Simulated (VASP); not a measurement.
# SnS (Pnma) in VASP: single point with PBEsol

Aim: the single point of SnS with PBEsol.

Everything below comes from runs of VASP 6.6.1. Logs are shortened: lines on timing, memory, paths and dates and some standing lists are left out, and cuts for length are marked.

### Step 1. The cell of the first run

The structure is orthorhombic, space group Pnma (No. 62). The conventional cell has a = 11.097 Å, b = 4.064 Å, c = 4.232 Å, α = 90.00°, β = 90.00°, γ = 90.00°. Within 3.5 Å of Sn (site symmetry m) lie 6 S at 2.63 to 3.32 Å and 2 Sn at 3.45 Å. Within 3.5 Å of S (site symmetry m) lie 6 Sn at 2.63 to 3.32 Å.

### Step 2. Single point, PBEsol (strain +0.0200 x Voigt [0, 1, 0, 0, 0, 0])

File INCAR:

```
PREC = Accurate
ENCUT = 500
EDIFF = 1E-6
ISMEAR = 0
SIGMA = 0.05
LREAL = F
LASPH = T
NELM = 120
ALGO = Normal
ISIF = 2
LWAVE = F
LCHARG = T
GGA = PS
LELF = T
LVHAR = T
NBANDS = 50
GGA_COMPAT = F
```

File KPOINTS:

```
regular mesh
0
Gamma
  4 8 6
```

File POSCAR:

```
SnS
1.0
   11.0967523774      0.0000000000      0.0000000000
    0.0000000000      4.0640964131      0.0000000000
    0.0000000000      0.0000000000      4.2315428581
Sn S
4 4
Direct
    0.1185767382      0.2500000000      0.1101694999
    0.3814232618      0.7500000000      0.6101694999
    0.6185767382      0.2500000000      0.3898305001
    0.8814232618      0.7500000000      0.8898305001
    0.8533462424      0.2500000000      0.4747534667
    0.6466537576      0.7500000000      0.9747534667
    0.3533462424      0.2500000000      0.0252465333
    0.1466537576      0.7500000000      0.5252465333
```

Potentials or basis: VASP PAW PBE potentials, release 64 (Sn_d, S).

Started as:

```bash
$ cat potpaw_PBE.64/Sn_d/POTCAR potpaw_PBE.64/S/POTCAR > POTCAR
$ mpirun -np 1 vasp_std > vasp.out
```

OUTCAR:

```text
PREC = Accurate
   ENCUT = 500
   EDIFF = 1E-6
   ISMEAR = 0
   LREAL = F
   LASPH = T
   NELM = 120
   ISIF = 2
   GGA = PS

 ion  position               nearest neighbor table
   1  0.119  0.250  0.110-   7 2.63   8 2.70   8 2.70   8 3.22   8 3.22   4 3.45   4 3.45
   2  0.381  0.750  0.610-   8 2.63   7 2.70   7 2.70   7 3.22   7 3.22   3 3.45   3 3.45
   3  0.619  0.250  0.390-   5 2.63   6 2.70   6 2.70   6 3.22   6 3.22   2 3.45   2 3.45
   4  0.881  0.750  0.890-   6 2.63   5 2.70   5 2.70   5 3.22   5 3.22   1 3.45   1 3.45
   5  0.853  0.250  0.475-   3 2.63   4 2.70   4 2.70   4 3.22   4 3.22
   6  0.647  0.750  0.975-   4 2.63   3 2.70   3 2.70   3 3.22   3 3.22
   7  0.353  0.250  0.025-   1 2.63   2 2.70   2 2.70   2 3.22   2 3.22
   8  0.147  0.750  0.525-   2 2.63   1 2.70   1 2.70   1 3.22   1 3.22

  LATTYP: Found a simple orthorhombic cell.
 ALAT       =     4.0640964131
 B/A-ratio  =     1.0412013958
 C/A-ratio  =     2.7304353168

  Lattice vectors:

 A1 = (   0.0000000000,   4.0640964131,   0.0000000000)
 A2 = (   0.0000000000,   0.0000000000,   4.2315428581)
 A3 = (  11.0967523774,   0.0000000000,   0.0000000000)

Analysis of symmetry for initial positions (statically):
=====================================================================
 Subroutine PRICEL returns:
 Original cell was already a primitive cell.

 Routine SETGRP: Setting up the symmetry group for a
 simple orthorhombic supercell.

 Subroutine GETGRP returns: Found  8 space group operations
 (whereof  2 operations were pure point group operations)
 out of a pool of  8 trial point group operations.

The static configuration has the point symmetry S_2 .
 The point group associated with its full space group is D_2h.

Analysis of symmetry for dynamics (positions and initial velocities):
=====================================================================
 Subroutine PRICEL returns:
 Original cell was already a primitive cell.

 Routine SETGRP: Setting up the symmetry group for a
 simple orthorhombic supercell.

 Subroutine GETGRP returns: Found  8 space group operations
 (whereof  2 operations were pure point group operations)
 out of a pool of  8 trial point group operations.

The dynamic configuration has the point symmetry S_2 .
 The point group associated with its full space group is D_2h.

 Subroutine INISYM returns: Found  8 space group operations
 (whereof  2 operations are pure point group operations),
 and found     1 'primitive' translations

[... 108 lines left out ...]
   EDIFFG = 0.1E-04   stopping-criterion for IOM
   NSW    =      0    number of steps for IOM
   IBRION =     -1    ionic relax: 0-MD 1-quasi-New 2-CG
   NFREE  =      0    steps in history (QN), initial steepest desc. (CG)
   ISIF   =      2    stress and relaxation
   ISYM   =      2    0-nonsym 1-usesym 2-fastsym
   POTIM  = 0.5000    time-step for ionic-motion
   TEBEG  =    0.0;   TEEND  =   0.0 temperature during run
   PSTRESS=    0.0 pullay stress
   NELECT =      80.0000    total number of electrons
   NUPDOWN=      -1.0000    fix difference up-down
   EMIN   =  10.00;   EMAX   =-10.00  energy-range for DOS
   EFERMI =   0.00;   METHOD = LEGACY
   ISMEAR =     0;   SIGMA  =   0.05  broadening in eV -4-tet -1-fermi 0-gaus
   EFERMI_NEDOS =   21; number of points for ismear=-14 and -15
   IALGO  =     38    algorithm
   IMIX   =      4    mixing-type and parameters
     AMIX     =   0.40;   BMIX     =  1.00
     AMIX_MAG =   1.60;   BMIX_MAG =  1.00
  volume/ion in A,a.u.               =      23.85       160.98
  Fermi-wavevector in a.u.,A,eV,Ry     =   1.225233  2.315354 20.425003  1.501195
  Thomas-Fermi vector in A             =   2.360278
   LORBIT       =      0    0 simple, 1 ext, 2 COOP (PROOUT), +10 PAW based schemes
   GGA     = PS    functional components
   LHFCALC =     F    Hartree Fock is set to
   AEXX    =    0.0000 exact exchange contribution
   IVDW    =     0    specifies the selected vdW correction
   LEPSILON=     F    determine dielectric tensor
   LRPA    =     F    only Hartree local field effects (RPA)
 non-spin polarized calculation
 Gauss-broadening in eV      SIGMA  =   0.05
  energy-cutoff  :      500.00
  volume of cell :      190.84
 maximum number of plane-waves:      4879
 NGX is ok and might be reduce to    84
   NGX = 41   NGY = 15   NGZ = 15

 number of electron      80.0000019 magnetization

 Free energy of the ion-electron system (eV)
  ---------------------------------------------------
  ext. energy  EPLUGINS =         0.00000000
  ---------------------------------------------------
  free energy    TOTEN  =       -38.36579598 eV

  energy without entropy =      -38.36579598  energy(sigma->0) =      -38.36579598

 E-fermi :   6.4119     XC(G=0): -10.1186

 val. band max:        6.1372633277   @ k =   0.0000   0.0000   0.3333
 cond. band min:       7.0886813291   @ k =   0.0000   0.0000   0.0000
 fundamental gap:      0.9514180013
 Fermi energy:         6.4118652362

 k-point     1 :       0.0000    0.0000    0.0000
  band No.  band energies     occupation
      1     -14.9507      2.00000
      2     -14.9355      2.00000
      3     -14.9296      2.00000
      4     -14.9274      2.00000
      5     -14.9224      2.00000
      6     -14.9167      2.00000
[... 1261 lines left out ...]
     49      10.6768      0.00000
     50      10.6768      0.00000

 [... further k-points ...]
[... 5 lines left out ...]
  --------------------------------------------------------------------------------------
  -------------------------------------------------------------------------------------
  Total       -0.6172789     -2.3754277     -1.3361683      0.0000000      0.0000000      0.0000000
  in kB       -5.1824295    -19.9431500    -11.2179396      0.0000000      0.0000000      0.0000000
  external PRESSURE =     -12.1145064 kB  Pullay stress =       0.0000000 kB

 VOLUME and BASIS-vectors are now :
 -----------------------------------------------------------------------------
  energy-cutoff  :      500.00
  volume of cell :      190.84
      direct lattice vectors                 reciprocal lattice vectors
    11.096752377  0.000000000  0.000000000     0.090116456  0.000000000  0.000000000
     0.000000000  4.064096413  0.000000000     0.000000000  0.246057155  0.000000000
     0.000000000  0.000000000  4.231542858     0.000000000  0.000000000  0.236320423

 POSITION                                       TOTAL-FORCE (eV/Angst)
 -----------------------------------------------------------------------------------
      1.31582      1.01602      0.46619         0.054266      0.000000      0.050115
      4.23256      3.04807      2.58196        -0.054266      0.000000      0.050115
      6.86419      1.01602      1.64958         0.054266      0.000000     -0.050115
      9.78094      3.04807      3.76536        -0.054266     -0.000000     -0.050115
      9.46937      1.01602      2.00894        -0.002385     -0.000000      0.061650
      7.17576      3.04807      4.12471         0.002385     -0.000000      0.061650
      3.92100      1.01602      0.10683        -0.002385      0.000000     -0.061650
      1.62738      3.04807      2.22260         0.002385      0.000000     -0.061650
 -----------------------------------------------------------------------------------
    total drift:                               -0.000000      0.000000      0.000000

  FREE ENERGIE OF THE ION-ELECTRON SYSTEM (eV)
  ---------------------------------------------------
  free  energy   TOTEN  =       -38.3657959778 eV

  energy  without entropy=      -38.3657959778  energy(sigma->0) =      -38.36579598
```

stdout:

```text
POSCAR found type information on POSCAR SnS
 POSCAR found :  2 types and       8 ions
 scaLAPACK will be used
 -----------------------------------------------------------------------------
|                                                                             |
|                                                                             |
|     You enforced a specific xc type in the INCAR file but a different       |
|     I HOPE YOU KNOW WHAT YOU ARE DOING!                                     |
|                                                                             |
 -----------------------------------------------------------------------------

 LDA part: xc-table for (Slater+PW92), standard interpolation
 POSCAR, INCAR and KPOINTS ok, starting setup
 FFT: planning ... GRIDC
 FFT: planning ... GRID_SOFT
 FFT: planning ... GRID
 WAVECAR not read
 entering main loop
```

Run time: 14 min. Hardware: 1 thread of Oxide Virtual Turin-like, shared host; peak memory 0.48 GiB.

Results:

| Quantity | Value |
| --- | --- |
| Free energy | -38.3658 eV |
| Pressure | -1.2 GPa |
| Largest force | 0.074 eV/Å |
| Band gap on the k mesh | 0.95 eV (least direct gap 1.07 eV) |

Forces in eV/Å, atoms in the order of the input:
```
Sn   0.054  0.000  0.050
Sn  -0.054  0.000  0.050
Sn   0.054  0.000 -0.050
Sn  -0.054  0.000 -0.050
S   -0.002  0.000  0.062
S    0.002  0.000  0.062
S   -0.002  0.000 -0.062
S    0.002  0.000 -0.062
```

Caveat: the cell differs from its parent crystal (strain +0.0200 x Voigt [0, 1, 0, 0, 0, 0]); the PAW data sets were made with another functional, which shifts forces and pressure a little; spin-orbit coupling is left out, which moves the levels of the heavy elements. A k mesh can miss the band edges.
